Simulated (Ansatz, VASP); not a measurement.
**NbCd3 in VASP and in Ansatz**

The input INCAR:

```
SYSTEM = NbCd3
  PREC = Accurate
  ENCUT = 520
  EDIFF = 1E-6
  ISMEAR = -1
  SIGMA = 0.08
  LREAL = .False.
  LASPH = .True.
  NELM = 60
  ALGO = Normal
  ISIF = 2
  LWAVE = .False.
  LCHARG = .False.
  NBANDS = 32
```

KPOINTS

```
Automatic mesh
0
Gamma
  9 9 9
  0 0 0
```

Contents of POSCAR:

```
NbCd3
1.0
    4.2704668871      0.0000000000      0.0000000000
    0.0000000000      4.2704668871      0.0000000000
    0.0000000000      0.0000000000      4.2704668871
Nb Cd
1 3
Direct
    0.0000000000      0.0000000000      0.0000000000
    0.0000000000      0.5000000000      0.5000000000
    0.5000000000      0.0000000000      0.5000000000
    0.5000000000      0.5000000000      0.0000000000
```

Input for Ansatz:

```yaml
crystal:
  lattice:
    - [4.2704668871, 0.0, 0.0]
    - [0.0, 4.2704668871, 0.0]
    - [0.0, 0.0, 4.2704668871]
  atoms:
    - { symbol: Nb, position: [0.0, 0.0, 0.0] }
    - { symbol: Cd, position: [0.0, 0.5, 0.5] }
    - { symbol: Cd, position: [0.5, 0.0, 0.5] }
    - { symbol: Cd, position: [0.5, 0.5, 0.0] }
kpoints:
  mp_grid: { grid: [9, 9, 9] }
  band_path:
    path:
      - [0.0, 0.0, 0.0]
      - [0.0, 0.5, 0.0]
      - [0.5, 0.5, 0.0]
      - [0.0, 0.0, 0.0]
      - [0.5, 0.5, 0.5]
      - [0.0, 0.5, 0.0]
      - [0.5, 0.5, 0.5]
      - [0.5, 0.5, 0.0]
    npoints: 5
scf:
  occupations: { method: fermi_dirac, width: 0.08 }
hamiltonian:
  xc: lda
  pseudopotentials: { kind: all_electron, lapw: { basis_error: 0.0005 } }
output:
  forces: true
  stress: true
  eigenvalues: true
```

Change from the starting cell: volume scaled by 1.04.

Alike in both runs: task single point; functional LDA; k mesh 9 × 9 × 9; occupations fermi-dirac, width 0.08 eV; no spin polarisation.

|  | VASP | Ansatz |
| --- | --- | --- |
| version | VASP 6.6.1 | Ansatz 0.2.0 |
| potentials or method | VASP PAW LDA potentials, release 64 (Nb_sv, Cd), cutoff 520 eV | all-electron LAPW, scalar-relativistic |

```tsv
	VASP	Ansatz	Ansatz less VASP
pressure (GPa)	-5.8	-6.4	-0.66
```

LDA's correlation is that of Perdew and Zunger in VASP and of Perdew and Wang (1992) in Ansatz. Ansatz ran all-electron here, and VASP with PAW potentials.
